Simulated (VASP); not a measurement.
A run of VASP 6.6.1:

INCAR

```
SYSTEM = InAs
PREC = Accurate ; ENCUT = 520
EDIFF = 1E-8 ; ISMEAR = -1
SIGMA = 0.08 ; LREAL = .FALSE.
LASPH = .TRUE. ; NELM = 60
ALGO = Normal ; ISIF = 2
LWAVE = .FALSE. ; LCHARG = .FALSE.
GGA = CA ; LEFG = .TRUE.
NBANDS = 16
```

Contents of KPOINTS:

```
Automatic mesh
0
G
  10 10 10
  0 0 0
```

Contents of POSCAR:

```
InAs
1.0
    0.0000000000      3.0240000000      3.0240000000
    3.0240000000      0.0000000000      3.0240000000
    3.0240000000      3.0240000000      0.0000000000
In As
1 1
Direct
    0.0000000000      0.0000000000      0.0000000000
    0.7500000000      0.7500000000      0.7500000000
```

Potentials or basis: VASP PAW LDA potentials, release 64 (In_d, As).

Command:

```bash
$ cat potpaw_LDA.64/In_d/POTCAR potpaw_LDA.64/As/POTCAR > POTCAR
$ mpirun -np 1 vasp_std > vasp.out
```

Hardware: 1 thread of Intel Xeon 6975P-C, on a shared host.

Q: How long does it take, and how much memory?

A: It took 18 s on 1 thread of Intel Xeon 6975P-C (shared host), peak memory 0.18 GiB. Counts: scf iterations 14, k points 47.
